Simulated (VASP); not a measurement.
Here is a VASP 6.6.1 calculation.

Contents of INCAR:

```
SYSTEM = GeSe3
PREC     = Accurate       ! precision mode
ENCUT    = 520            ! plane-wave cutoff, eV
EDIFF    = 1E-6           ! SCF threshold, eV
ISMEAR   = 0              ! smearing method
SIGMA    = 0.1            ! smearing width, eV
LREAL    = .False.        ! projectors in reciprocal space
LASPH    = .True.         ! aspherical terms in the spheres
NELM     = 100            ! most SCF steps
ALGO     = Normal         ! electronic algorithm
ISIF     = 2              ! what is computed and relaxed
LWAVE    = .False.        ! write WAVECAR
LCHARG   = .True.         ! write CHGCAR
GGA      = PE             ! functional
LELF     = .True.         ! ELF
LVHAR    = .True.       
NBANDS   = 24             ! bands
```

The input KPOINTS:

```
Automatic mesh
0
Gamma
  6 6 6
  0 0 0
```

Contents of POSCAR:

```
GeSe3
1.0
   -2.2106147201      2.2106147201      4.9379965177
    2.2106147201     -2.2106147201      4.9379965177
    2.2106147201      2.2106147201     -4.9379965177
Ge Se
1 3
Direct
    0.0000000000      0.0000000000      0.0000000000
    0.5000000000      0.5000000000      0.0000000000
    0.2500000000      0.7500000000      0.5000000000
    0.7500000000      0.2500000000      0.5000000000
```

Potentials or basis: VASP PAW PBE potentials, release 64 (Ge_d, Se).

Command:

```bash
$ cat potpaw_PBE.64/Ge_d/POTCAR potpaw_PBE.64/Se/POTCAR > POTCAR
$ mpirun -np 1 vasp_std > vasp.out
```

**Question.** Estimate the pressure.

**Answer.** -6.6 GPa.

**Question.** What does it give for the band gap on the k mesh?

**Answer.** Zero (bands 16 and 17 overlap by 1.49 eV).

Stress tensor (GPa, compression positive):
```
-8.97  0.00  0.00
 0.00 -8.97  0.00
 0.00  0.00 -1.95
```

Caveat: the cell stands under tension.
